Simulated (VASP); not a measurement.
# ReS (Fm-3m) in VASP: single point with PBE

Aim: the single point of ReS with PBE.

Program: VASP 6.6.1. These are calculated values, not measurements. Logs are shortened: lines on timing, memory, paths and dates and some standing lists are left out, and cuts for length are marked.

## (1) The cell of the first run

Symmetry: Fm-3m, No. 225, cubic system. The conventional cell has a = 4.941 Å, b = 4.941 Å, c = 4.941 Å, α = 90.00°, β = 90.00°, γ = 90.00°. Re (site symmetry m-3m) has 6 S at 2.47 Å within 3.3 Å. S (site symmetry m-3m) has 6 Re at 2.47 Å within 3.3 Å.

## (2) Single point, PBE, collinear spin, ferromagnetic start

The input, INCAR:

```
SYSTEM = ReS
  PREC = Accurate
  ENCUT = 520
  EDIFF = 1E-7
  ISMEAR = 0
  SIGMA = 0.1
  LREAL = .FALSE.
  LASPH = .TRUE.
  NELM = 150
  ALGO = Normal
  ISIF = 2
  LWAVE = .FALSE.
  LCHARG = .FALSE.
  ISPIN = 2
  MAGMOM = 0.92 0
  LORBIT = 11
  LMAXMIX = 4
  GGA = PE
  NBANDS = 18
```

The input, KPOINTS:

```
regular mesh
0
G
  20 20 20
  0 0 0
```

The input, POSCAR:

```
ReS
1.0
    0.0000000000      2.4704078387      2.4704078387
    2.4704078387      0.0000000000      2.4704078387
    2.4704078387      2.4704078387      0.0000000000
Re S
1 1
Direct
    0.0000000000      0.0000000000      0.0000000000
    0.5000000000      0.5000000000      0.5000000000
```

Potentials or basis: VASP PAW PBE potentials, release 64 (Re, S).

Started as:

```sh
$ cat potpaw_PBE.64/Re/POTCAR potpaw_PBE.64/S/POTCAR > POTCAR
$ mpirun -np 1 vasp_std > vasp.out
```

OUTCAR:

```text
SYSTEM = ReS
   PREC = Accurate
   ENCUT = 520
   EDIFF = 1E-7
   ISMEAR = 0
   LREAL = .FALSE.
   LASPH = .TRUE.
   NELM = 150
   ISIF = 2
   ISPIN = 2
   LORBIT = 11
   GGA = PE

 ion  position               nearest neighbor table
   1  0.000  0.000  0.000-   2 2.47   2 2.47   2 2.47   2 2.47   2 2.47   2 2.47
   2  0.500  0.500  0.500-   1 2.47   1 2.47   1 2.47   1 2.47   1 2.47   1 2.47

  LATTYP: Found a face centered cubic cell.
 ALAT       =     4.9408156774

  Lattice vectors:

 A1 = (   0.0000000000,   2.4704078387,   2.4704078387)
 A2 = (   2.4704078387,   0.0000000000,   2.4704078387)
 A3 = (   2.4704078387,   2.4704078387,   0.0000000000)

Analysis of symmetry for initial positions (statically):
=====================================================================
 Subroutine PRICEL returns:
 Original cell was already a primitive cell.

 Routine SETGRP: Setting up the symmetry group for a
 face centered cubic supercell.

 Subroutine GETGRP returns: Found 48 space group operations
 (whereof 48 operations were pure point group operations)
 out of a pool of 48 trial point group operations.

The static configuration has the point symmetry O_h .

Analysis of symmetry for dynamics (positions and initial velocities):
=====================================================================
 Subroutine PRICEL returns:
 Original cell was already a primitive cell.

 Routine SETGRP: Setting up the symmetry group for a
 face centered cubic supercell.

 Subroutine GETGRP returns: Found 48 space group operations
 (whereof 48 operations were pure point group operations)
 out of a pool of 48 trial point group operations.

The dynamic configuration has the point symmetry O_h .

Analysis of structural, dynamic, and magnetic symmetry:
=====================================================================
 Subroutine PRICEL returns:
 Original cell was already a primitive cell.

 Routine SETGRP: Setting up the symmetry group for a
 face centered cubic supercell.

 Subroutine GETGRP returns: Found 48 space group operations
 (whereof 48 operations were pure point group operations)
 out of a pool of 48 trial point group operations.

The overall configuration has the point symmetry O_h .

 Subroutine INISYM returns: Found 48 space group operations
 (whereof 48 operations are pure point group operations),
 and found     1 'primitive' translations

----------------------------------------------------------------------------------------

                                     Primitive cell

  volume of cell :      30.1534

  direct lattice vectors                    reciprocal lattice vectors
     0.000000000  2.470407839  2.470407839    -0.202395731  0.202395731  0.202395731
     2.470407839  0.000000000  2.470407839     0.202395731 -0.202395731  0.202395731
     2.470407839  2.470407839  0.000000000     0.202395731  0.202395731 -0.202395731

  length of vectors
     3.493684270  3.493684270  3.493684270     0.350559689  0.350559689  0.350559689

  position of ions in fractional coordinates (direct lattice)
     0.000000000  0.000000000  0.000000000
     0.500000000  0.500000000  0.500000000

  ion indices of the primitive-cell ions
   primitive index   ion index
                 1           1
                 2           2

----------------------------------------------------------------------------------------

 KPOINTS: regular mesh

Automatic generation of k-mesh.
 Grid dimensions read from file:
 generate k-points for:   20   20   20

 Generating k-lattice:

  Cartesian coordinates                     Fractional coordinates (reciprocal lattice)
    -0.010119787  0.010119787  0.010119787     0.050000000  0.000000000  0.000000000
     0.010119787 -0.010119787  0.010119787     0.000000000  0.050000000  0.000000000
     0.010119787  0.010119787 -0.010119787     0.000000000  0.000000000  0.050000000

  Length of vectors
     0.017527984  0.017527984  0.017527984

  Shift w.r.t. Gamma in fractional coordinates (k-lattice)
     0.000000000  0.000000000  0.000000000

 Subroutine IBZKPT returns following result:
 ===========================================

 Found    256 irreducible k-points:

 Following reciprocal coordinates:
            Coordinates               Weight
  0.000000  0.000000  0.000000      1.000000
  0.050000  0.000000  0.000000      8.000000
  0.100000  0.000000  0.000000      8.000000
  0.150000  0.000000  0.000000      8.000000
  0.200000  0.000000  0.000000      8.000000
  0.250000  0.000000  0.000000      8.000000
[... 16 lines left out ...]
 -0.400000  0.050000  0.000000     24.000000
 -0.350000  0.050000  0.000000     24.000000
 [... further k-points ...]
   k-points           NKPTS =    256   k-points in BZ     NKDIM =    256   number of bands    NBANDS=     18
   number of dos      NEDOS =    301   number of ions     NIONS =      2
   total plane-waves  NPLWV =  21952
   dimension x,y,z NGX =    28 NGY =   28 NGZ =   28
   dimension x,y,z NGXF=    56 NGYF=   56 NGZF=   56
   ions per type =               1   1
   NGX,Y,Z   is equivalent  to a cutoff of  13.32, 13.32, 13.32 a.u.
   NGXF,Y,Z  is equivalent  to a cutoff of  26.65, 26.65, 26.65 a.u.
 SYSTEM =  ReS
   PREC   = accura    normal or accurate (medium, high low for compatibility)
   ISTART =      0    job   : 0-new  1-cont  2-samecut
   ICHARG =      2    charge: 1-file 2-atom 10-const
   ISPIN  =      2    spin polarized calculation?
   LNONCOLLINEAR =      F non collinear calculations
   LSORBIT =      F    spin-orbit coupling
   LASPH  =      T    aspherical Exc in radial PAW
   ENCUT  =  520.0 eV  38.22 Ry    6.18 a.u.   6.50  6.50  6.50*2*pi/ulx,y,z
   NELM   =    150;   NELMIN=  2; NELMDL= -5     # of ELM steps
   EDIFF  = 0.1E-06   stopping-criterion for ELM
   LREAL  =      F    real-space projection
   EDIFFG = 0.1E-05   stopping-criterion for IOM
   NSW    =      0    number of steps for IOM
   IBRION =     -1    ionic relax: 0-MD 1-quasi-New 2-CG
   NFREE  =      0    steps in history (QN), initial steepest desc. (CG)
   ISIF   =      2    stress and relaxation
   ISYM   =      2    0-nonsym 1-usesym 2-fastsym
   POTIM  = 0.5000    time-step for ionic-motion
   TEBEG  =    0.0;   TEEND  =   0.0 temperature during run
   PSTRESS=    0.0 pullay stress
   NELECT =      13.0000    total number of electrons
   NUPDOWN=      -1.0000    fix difference up-down
   EMIN   =  10.00;   EMAX   =-10.00  energy-range for DOS
   EFERMI =   0.00;   METHOD = LEGACY
   ISMEAR =     0;   SIGMA  =   0.10  broadening in eV -4-tet -1-fermi 0-gaus
   EFERMI_NEDOS =   21; number of points for ismear=-14 and -15
   IALGO  =     38    algorithm
   IMIX   =      4    mixing-type and parameters
     AMIX     =   0.40;   BMIX     =  1.00
     AMIX_MAG =   1.60;   BMIX_MAG =  1.00
  volume/ion in A,a.u.               =      15.08       101.74
  Fermi-wavevector in a.u.,A,eV,Ry     =   1.236737  2.337094 20.810355  1.529518
  Thomas-Fermi vector in A             =   2.371333
   LORBIT       =     11    0 simple, 1 ext, 2 COOP (PROOUT), +10 PAW based schemes
   GGA     = PE    functional components
   LHFCALC =     F    Hartree Fock is set to
   AEXX    =    0.0000 exact exchange contribution
   IVDW    =     0    specifies the selected vdW correction
   LEPSILON=     F    determine dielectric tensor
   LRPA    =     F    only Hartree local field effects (RPA)
 spin polarized calculation
 Gauss-broadening in eV      SIGMA  =   0.10
  energy-cutoff  :      520.00
  volume of cell :       30.15
 maximum number of plane-waves:       869
 NGX is ok and might be reduce to    28
   NGX = 13   NGY = 13   NGZ = 13

 number of electron      13.0000000 magnetization       1.0585401

 Free energy of the ion-electron system (eV)
  ---------------------------------------------------
  ext. energy  EPLUGINS =         0.00000000
  ---------------------------------------------------
  free energy    TOTEN  =       -14.50759677 eV

  energy without entropy =      -14.49433130  energy(sigma->0) =      -14.50096403

 E-fermi :   8.9409     XC(G=0): -12.3603

 val. band max:        8.9398815053   @ k =  -0.4000   0.2500   0.0500
 cond. band min:       8.9425475912   @ k =  -0.1500   0.1500   0.0500
 fundamental gap:      0.0026660859
 Fermi energy:         8.9409260296

 spin component 1

 k-point     1 :       0.0000    0.0000    0.0000
  band No.  band energies     occupation
      1      -7.9891      1.00000
      2       5.8747      1.00000
      3       5.8747      1.00000
      4       5.8747      1.00000
      5       5.9012      1.00000
      6       5.9012      1.00000
[... 10 lines left out ...]
     17      25.6009      0.00000
     18      26.9128      0.00000
[... 463 lines left out ...]
 k-point    24 :      -0.3500    0.0500    0.0000
  band No.  band energies     occupation
      1      -6.2721      1.00000
      2       0.3084      1.00000
      3       2.4014      1.00000
      4       2.5295      1.00000
      5       7.6363      1.00000
      6       7.7503      1.00000
[... 10 lines left out ...]
     17      28.3209      0.00000
     18      29.9488      0.00000

 [... further k-points ...]

 spin component 2

 k-point     1 :       0.0000    0.0000    0.0000
  band No.  band energies     occupation
      1      -7.8925      1.00000
      2       5.9416      1.00000
      3       5.9416      1.00000
      4       5.9416      1.00000
      5       6.5055      1.00000
      6       6.5055      1.00000
[... 10 lines left out ...]
     17      26.0926      0.00000
     18      27.0915      0.00000
[... 463 lines left out ...]
 k-point    24 :      -0.3500    0.0500    0.0000
  band No.  band energies     occupation
      1      -6.2141      1.00000
      2       0.5218      1.00000
      3       2.6314      1.00000
      4       2.7611      1.00000
      5       8.3410      1.00000
      6       8.3745      1.00000
[... 10 lines left out ...]
     17      28.4421      0.00000
     18      30.2061      0.00000

 [... further k-points ...]
[... 5 lines left out ...]
  --------------------------------------------------------------------------------------
  -------------------------------------------------------------------------------------
  Total        0.1866155      0.1866155      0.1866155     -0.0000000     -0.0000000     -0.0000000
  in kB        9.9156745      9.9156745      9.9156745     -0.0000000     -0.0000000     -0.0000000
  external PRESSURE =       9.9156745 kB  Pullay stress =       0.0000000 kB

 VOLUME and BASIS-vectors are now :
 -----------------------------------------------------------------------------
  energy-cutoff  :      520.00
  volume of cell :       30.15
      direct lattice vectors                 reciprocal lattice vectors
     0.000000000  2.470407839  2.470407839    -0.202395731  0.202395731  0.202395731
     2.470407839  0.000000000  2.470407839     0.202395731 -0.202395731  0.202395731
     2.470407839  2.470407839  0.000000000     0.202395731  0.202395731 -0.202395731

 POSITION                                       TOTAL-FORCE (eV/Angst)
 -----------------------------------------------------------------------------------
      0.00000      0.00000      0.00000         0.000000     -0.000000     -0.000000
      2.47041      2.47041      2.47041         0.000000      0.000000      0.000000
 -----------------------------------------------------------------------------------
    total drift:                                0.000000      0.000000      0.000000

  FREE ENERGIE OF THE ION-ELECTRON SYSTEM (eV)
  ---------------------------------------------------
  free  energy   TOTEN  =       -14.5075967667 eV

  energy  without entropy=      -14.4943312954  energy(sigma->0) =      -14.50096403

 total charge

# of ion       s       p       d       tot
------------------------------------------
    1        0.471   0.392   4.969   5.832
    2        1.306   2.348   0.000   3.655
--------------------------------------------------
tot          1.777   2.741   4.969   9.486

 magnetization (x)

# of ion       s       p       d       tot
------------------------------------------
    1        0.060   0.006   0.927   0.993
    2        0.003   0.004   0.000   0.008
--------------------------------------------------
tot          0.063   0.010   0.927   1.001
```

Wall time 14 min (1 thread of AMD EPYC 7R13, shared host); peak memory 0.31 GiB.

What came out:

| Property | Result |
| --- | --- |
| Free energy | -14.5076 eV |
| Pressure | 1.0 GPa |
| Net moment | 1.06 μB per cell |
| Site moments | Re +0.99; S +0.01 μB |
| Valence electrons inside the program's atomic spheres | Re 5.83; S 3.65 |

Levels at points of the mesh, in eV from the Fermi level:
Spin up:
| k point | band 3 | band 4 | band 5 | band 6 | band 7 | band 8 | band 9 | band 10 | band 11 | band 12 |
| --- | --- | --- | --- | --- | --- | --- | --- | --- | --- | --- |
| (0.00, 0.00, 0.00) | -3.07 | -3.07 | -3.04 | -3.04 | -3.04 | -2.60 | -2.60 | 2.23 | 8.99 | 12.84 |
| (0.50, 0.00, 0.00) | -6.77 | -6.77 | -0.62 | -0.62 | -0.06 | 2.36 | 5.04 | 5.04 | 5.94 | 5.94 |
| (0.50, 0.50, 0.00) | -4.90 | -4.58 | -4.58 | -1.53 | 0.11 | 0.11 | 0.18 | 2.24 | 10.65 | 11.03 |
Spin down:
| k point | band 2 | band 3 | band 4 | band 5 | band 6 | band 7 | band 8 | band 9 | band 10 | band 11 |
| --- | --- | --- | --- | --- | --- | --- | --- | --- | --- | --- |
| (0.00, 0.00, 0.00) | -3.00 | -3.00 | -3.00 | -2.44 | -2.44 | -2.44 | -2.15 | -2.15 | 2.53 | 9.17 |
| (0.50, 0.00, 0.00) | -9.29 | -6.54 | -6.54 | 0.14 | 0.14 | 0.65 | 2.53 | 5.38 | 5.38 | 6.15 |
| (0.50, 0.50, 0.00) | -7.08 | -4.52 | -4.52 | -4.37 | -1.05 | 0.63 | 0.94 | 0.94 | 2.68 | 10.83 |

Caveat: spin-orbit coupling is left out, which moves the levels of the heavy elements.
